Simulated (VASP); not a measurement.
# Si (Fd-3m) in VASP: a series of runs

Aim: see how the results for Si move with the level of theory and the settings. Levels: PBE, r2SCAN. Tasks: single point.

Everything below comes from runs of VASP 6.6.1. Logs are shortened: lines on timing, memory, paths and dates and some standing lists are left out, and cuts for length are marked.

### 1 The cell of the first run

Symmetry: Fd-3m, No. 227, cubic system. The conventional cell has a = 5.470 Å, b = 5.470 Å, c = 5.470 Å, α = 90.00°, β = 90.00°, γ = 90.00°. Within 3.1 Å of Si (site symmetry -43m) lie 4 Si at 2.37 Å.

### 2 Single point, PBE

The input, INCAR:

```
PREC     = Accurate       # precision mode
ENCUT    = 500            # plane-wave cutoff, eV
EDIFF    = 1E-6           # SCF threshold, eV
ISMEAR   = -1             # smearing method
SIGMA    = 0.1            # smearing width, eV
LREAL    = F              # projectors in reciprocal space
LASPH    = T              # aspherical terms in the spheres
NELM     = 120            # most SCF steps
ALGO     = Normal         # electronic algorithm
ISIF     = 2              # what is computed and relaxed
LWAVE    = F              # write WAVECAR
LCHARG   = T              # write CHGCAR
GGA      = PE             # functional
LELF     = T              # ELF
LVHAR    = T            
NBANDS   = 11             # bands
GGA_COMPAT= F
```

The input, KPOINTS:

```
regular mesh
0
Gamma
  8 8 8
```

The input, POSCAR:

```
Si
1.0
    0.0000000000      2.7350000000      2.7350000000
    2.7350000000      0.0000000000      2.7350000000
    2.7350000000      2.7350000000      0.0000000000
Si
2
Direct
    0.0000000000      0.0000000000      0.0000000000
    0.2500000000      0.2500000000      0.2500000000
```

Potentials or basis: VASP PAW PBE potentials, release 64 (Si).

On the command line:

```console
$ cat potpaw_PBE.64/Si/POTCAR > POTCAR
$ mpirun -np 1 vasp_std > vasp.out
```

OUTCAR:

```text
PREC = Accurate
   ENCUT = 500
   EDIFF = 1E-6
   ISMEAR = -1
   LREAL = F
   LASPH = T
   NELM = 120
   ISIF = 2
   GGA = PE

 ion  position               nearest neighbor table
   1  0.000  0.000  0.000-   2 2.37   2 2.37   2 2.37   2 2.37
   2  0.250  0.250  0.250-   1 2.37   1 2.37   1 2.37   1 2.37

  LATTYP: Found a face centered cubic cell.
 ALAT       =     5.4700000000

  Lattice vectors:

 A1 = (   0.0000000000,   2.7350000000,   2.7350000000)
 A2 = (   2.7350000000,   0.0000000000,   2.7350000000)
 A3 = (   2.7350000000,   2.7350000000,   0.0000000000)

Analysis of symmetry for initial positions (statically):
=====================================================================
 Subroutine PRICEL returns:
 Original cell was already a primitive cell.

 Routine SETGRP: Setting up the symmetry group for a
 face centered cubic supercell.

 Subroutine GETGRP returns: Found 48 space group operations
 (whereof 24 operations were pure point group operations)
 out of a pool of 48 trial point group operations.

The static configuration has the point symmetry T_d .
 The point group associated with its full space group is O_h .

Analysis of symmetry for dynamics (positions and initial velocities):
=====================================================================
 Subroutine PRICEL returns:
 Original cell was already a primitive cell.

 Routine SETGRP: Setting up the symmetry group for a
 face centered cubic supercell.

 Subroutine GETGRP returns: Found 48 space group operations
 (whereof 24 operations were pure point group operations)
 out of a pool of 48 trial point group operations.

The dynamic configuration has the point symmetry T_d .
 The point group associated with its full space group is O_h .

 Subroutine INISYM returns: Found 48 space group operations
 (whereof 24 operations are pure point group operations),
 and found     1 'primitive' translations

----------------------------------------------------------------------------------------

                                     Primitive cell

  volume of cell :      40.9168

  direct lattice vectors                    reciprocal lattice vectors
     0.000000000  2.735000000  2.735000000    -0.182815356  0.182815356  0.182815356
     2.735000000  0.000000000  2.735000000     0.182815356 -0.182815356  0.182815356
     2.735000000  2.735000000  0.000000000     0.182815356  0.182815356 -0.182815356

  length of vectors
     3.867874093  3.867874093  3.867874093     0.316645486  0.316645486  0.316645486

  position of ions in fractional coordinates (direct lattice)
     0.000000000  0.000000000  0.000000000
     0.250000000  0.250000000  0.250000000

  ion indices of the primitive-cell ions
   primitive index   ion index
                 1           1
                 2           2

----------------------------------------------------------------------------------------

 KPOINTS: regular mesh

Automatic generation of k-mesh.
 Grid dimensions read from file:
 generate k-points for:    8    8    8

 Generating k-lattice:

  Cartesian coordinates                     Fractional coordinates (reciprocal lattice)
    -0.022851920  0.022851920  0.022851920     0.125000000  0.000000000  0.000000000
     0.022851920 -0.022851920  0.022851920     0.000000000  0.125000000  0.000000000
     0.022851920  0.022851920 -0.022851920     0.000000000  0.000000000  0.125000000

  Length of vectors
     0.039580686  0.039580686  0.039580686

  Shift w.r.t. Gamma in fractional coordinates (k-lattice)
     0.000000000  0.000000000  0.000000000

 Subroutine IBZKPT returns following result:
 ===========================================

 Found     29 irreducible k-points:

 Following reciprocal coordinates:
            Coordinates               Weight
  0.000000  0.000000  0.000000      1.000000
  0.125000  0.000000  0.000000      8.000000
  0.250000  0.000000  0.000000      8.000000
  0.375000  0.000000  0.000000      8.000000
  0.500000  0.000000  0.000000      4.000000
  0.125000  0.125000  0.000000      6.000000
[... 16 lines left out ...]
  0.500000  0.250000  0.125000     48.000000
 -0.375000  0.250000  0.125000     24.000000
 [... further k-points ...]
   k-points           NKPTS =     29   k-points in BZ     NKDIM =     29   number of bands    NBANDS=     11
   number of dos      NEDOS =    301   number of ions     NIONS =      2
   total plane-waves  NPLWV =  21952
   dimension x,y,z NGX =    28 NGY =   28 NGZ =   28
   dimension x,y,z NGXF=    56 NGYF=   56 NGZF=   56
   ions per type =               2
   NGX,Y,Z   is equivalent  to a cutoff of  12.03, 12.03, 12.03 a.u.
   NGXF,Y,Z  is equivalent  to a cutoff of  24.07, 24.07, 24.07 a.u.
 SYSTEM =  unknown system
   PREC   = accura    normal or accurate (medium, high low for compatibility)
   ISTART =      0    job   : 0-new  1-cont  2-samecut
   ICHARG =      2    charge: 1-file 2-atom 10-const
   ISPIN  =      1    spin polarized calculation?
   LNONCOLLINEAR =      F non collinear calculations
   LSORBIT =      F    spin-orbit coupling
   LASPH  =      T    aspherical Exc in radial PAW
   ENCUT  =  500.0 eV  36.75 Ry    6.06 a.u.   7.05  7.05  7.05*2*pi/ulx,y,z
   NELM   =    120;   NELMIN=  2; NELMDL= -5     # of ELM steps
   EDIFF  = 0.1E-05   stopping-criterion for ELM
   LREAL  =      F    real-space projection
   EDIFFG = 0.1E-04   stopping-criterion for IOM
   NSW    =      0    number of steps for IOM
   IBRION =     -1    ionic relax: 0-MD 1-quasi-New 2-CG
   NFREE  =      0    steps in history (QN), initial steepest desc. (CG)
   ISIF   =      2    stress and relaxation
   ISYM   =      2    0-nonsym 1-usesym 2-fastsym
   POTIM  = 0.5000    time-step for ionic-motion
   TEBEG  =    0.0;   TEEND  =   0.0 temperature during run
   PSTRESS=    0.0 pullay stress
   NELECT =       8.0000    total number of electrons
   NUPDOWN=      -1.0000    fix difference up-down
   EMIN   =  10.00;   EMAX   =-10.00  energy-range for DOS
   EFERMI =   0.00;   METHOD = LEGACY
   ISMEAR =    -1;   SIGMA  =   0.10  broadening in eV -4-tet -1-fermi 0-gaus
   EFERMI_NEDOS =   21; number of points for ismear=-14 and -15
   IALGO  =     38    algorithm
   IMIX   =      4    mixing-type and parameters
     AMIX     =   0.40;   BMIX     =  1.00
     AMIX_MAG =   1.60;   BMIX_MAG =  1.00
  volume/ion in A,a.u.               =      20.46       138.06
  Fermi-wavevector in a.u.,A,eV,Ry     =   0.950176  1.795573 12.283814  0.902835
  Thomas-Fermi vector in A             =   2.078528
   LORBIT       =      0    0 simple, 1 ext, 2 COOP (PROOUT), +10 PAW based schemes
   GGA     = PE    functional components
   LHFCALC =     F    Hartree Fock is set to
   AEXX    =    0.0000 exact exchange contribution
   IVDW    =     0    specifies the selected vdW correction
   LEPSILON=     F    determine dielectric tensor
   LRPA    =     F    only Hartree local field effects (RPA)
 non-spin polarized calculation
  energy-cutoff  :      500.00
  volume of cell :       40.92
 maximum number of plane-waves:      1056
   NGX = 15   NGY = 15   NGZ = 15

 number of electron       8.0000000 magnetization

 Free energy of the ion-electron system (eV)
  ---------------------------------------------------
  ext. energy  EPLUGINS =         0.00000000
  ---------------------------------------------------
  free energy    TOTEN  =       -10.84626324 eV

  energy without entropy =      -10.84524707  energy(sigma->0) =      -10.84575515

 E-fermi :   5.8976     XC(G=0):  -9.3242

 val. band max:        5.6098633024   @ k =   0.0000   0.0000   0.0000
 cond. band min:       6.2611696091   @ k =   0.3750   0.3750   0.0000
 fundamental gap:      0.6513063067
 Fermi energy:         5.8976141457

 k-point     1 :       0.0000    0.0000    0.0000
  band No.  band energies     occupation
      1      -6.2002      2.00000
      2       5.6099      1.89345
      3       5.6099      1.89345
      4       5.6099      1.89345
      5       8.1662      0.00000
      6       8.1662      0.00000
      7       8.1662      0.00000
      8       8.7358      0.00000
      9      13.3184      0.00000
     10      13.3184      0.00000
     11      13.4843      0.00000

 k-point     2 :       0.1250    0.0000    0.0000
  band No.  band energies     occupation
      1      -5.9999      2.00000
      2       4.0193      2.00000
      3       5.3277      1.99333
      4       5.3277      1.99333
      5       8.0507      0.00000
      6       8.5815      0.00000
      7       8.5815      0.00000
      8      10.1367      0.00000
      9      12.8458      0.00000
     10      12.8458      0.00000
     11      14.2597      0.00000

 k-point     3 :       0.2500    0.0000    0.0000
  band No.  band energies     occupation
      1      -5.4158      2.00000
      2       1.7248      2.00000
      3       4.8653      1.99993
      4       4.8653      1.99993
      5       7.5667      0.00000
      6       9.0993      0.00000
      7       9.0993      0.00000
      8      12.3553      0.00000
      9      12.7966      0.00000
     10      12.7966      0.00000
     11      14.5372      0.00000

 k-point     4 :       0.3750    0.0000    0.0000
  band No.  band energies     occupation
      1      -4.5419      2.00000
      2      -0.2584      2.00000
      3       4.5427      2.00000
      4       4.5427      2.00000
      5       7.2021      0.00000
      6       9.0628      0.00000
      7       9.0628      0.00000
      8      13.4456      0.00000
      9      14.1475      0.00000
     10      14.1475      0.00000
     11      15.1161      0.00000

 k-point     5 :       0.5000    0.0000    0.0000
  band No.  band energies     occupation
      1      -3.9232      2.00000
      2      -1.2556      2.00000
      3       4.4320      2.00000
      4       4.4320      2.00000
      5       7.0739      0.00002
      6       8.9594      0.00000
      7       8.9594      0.00000
      8      13.3106      0.00000
      9      16.1031      0.00000
     10      16.1031      0.00000
     11      16.7869      0.00000
[... 211 lines left out ...]
 k-point    21 :       0.5000    0.5000    0.0000
  band No.  band energies     occupation
      1      -2.1342      2.00000
      2      -2.1342      2.00000
      3       2.8175      2.00000
      4       2.8175      2.00000
      5       6.3625      0.01897
      6       6.3625      0.01897
      7      15.5404      0.00000
      8      15.5404      0.00000
      9      16.5147      0.00000
     10      16.5147      0.00000
     11      18.0500      0.00000

 k-point    22 :       0.3750    0.2500    0.1250
  band No.  band energies     occupation
      1      -4.8962      2.00000
      2       1.3423      2.00000
      3       2.9596      2.00000
      4       4.2106      2.00000
      5       8.0528      0.00000
      6       9.4345      0.00000
      7       9.8131      0.00000
      8      11.0488      0.00000
      9      13.3205      0.00000
     10      15.7108      0.00000
     11      16.5705      0.00000

 k-point    23 :       0.5000    0.2500    0.1250
  band No.  band energies     occupation
      1      -4.0273      2.00000
      2      -0.1763      2.00000
      3       2.3558      2.00000
      4       3.7236      2.00000
      5       8.4737      0.00000
      6       9.1389      0.00000
      7      10.5863      0.00000
      8      11.4865      0.00000
      9      14.5380      0.00000
     10      15.2334      0.00000
     11      17.5094      0.00000

 k-point    24 :      -0.3750    0.2500    0.1250
  band No.  band energies     occupation
      1      -3.3936      2.00000
      2      -1.0950      2.00000
      3       2.2244      2.00000
      4       3.5008      2.00000
      5       8.6322      0.00000
      6       8.7566      0.00000
      7      11.4548      0.00000
      8      12.6745      0.00000
      9      12.9144      0.00000
     10      16.1155      0.00000
     11      17.1588      0.00000

 [... further k-points ...]

------------------------ aborting loop because EDIFF is reached ----------------------------------------

  FORCE on cell =-STRESS in cart. coord.  units (eV):
  Direction    XX          YY          ZZ          XY          YZ          ZX
  --------------------------------------------------------------------------------------
  -------------------------------------------------------------------------------------
  Total       -0.0169749     -0.0169749     -0.0169749      0.0000000      0.0000000     -0.0000000
  in kB       -0.6646867     -0.6646867     -0.6646867      0.0000000      0.0000000     -0.0000000
  external PRESSURE =      -0.6646867 kB  Pullay stress =       0.0000000 kB

 VOLUME and BASIS-vectors are now :
 -----------------------------------------------------------------------------
  energy-cutoff  :      500.00
  volume of cell :       40.92
      direct lattice vectors                 reciprocal lattice vectors
     0.000000000  2.735000000  2.735000000    -0.182815356  0.182815356  0.182815356
     2.735000000  0.000000000  2.735000000     0.182815356 -0.182815356  0.182815356
     2.735000000  2.735000000  0.000000000     0.182815356  0.182815356 -0.182815356

 POSITION                                       TOTAL-FORCE (eV/Angst)
 -----------------------------------------------------------------------------------
      0.00000      0.00000      0.00000         0.000000      0.000000      0.000000
      1.36750      1.36750      1.36750        -0.000000     -0.000000     -0.000000
 -----------------------------------------------------------------------------------
    total drift:                                0.000000      0.000000      0.000000

  FREE ENERGIE OF THE ION-ELECTRON SYSTEM (eV)
  ---------------------------------------------------
  free  energy   TOTEN  =       -10.8462632418 eV

  energy  without entropy=      -10.8452470680  energy(sigma->0) =      -10.84575515
```

Wall time 4.7 s (1 thread of Intel Xeon 6975P-C (Granite Rapids), shared host); peak memory 0.15 GiB.

What came out:

```
Free energy            : -10.8463 eV
Pressure               : -0.1 GPa
Band gap on the k mesh : 0.65 eV (least direct gap 2.56 eV)
```

Levels at points of the mesh, in eV from the valence-band top:
```tsv
k point	band 1	band 2	band 3	band 4	band 5	band 6	band 7	band 8	band 9
(0.00, 0.00, 0.00)	-11.81	0.00	0.00	0.00	2.56	2.56	2.56	3.13	7.71
(0.50, 0.00, 0.00)	-9.53	-6.87	-1.18	-1.18	1.46	3.35	3.35	7.70	10.49
(0.50, 0.50, 0.00)	-7.74	-7.74	-2.79	-2.79	0.75	0.75	9.93	9.93	10.90
```

Caveat: semilocal functionals underestimate gaps, and a narrow one can read as zero. A k mesh can miss the band edges.

[end of part 1 of 2]
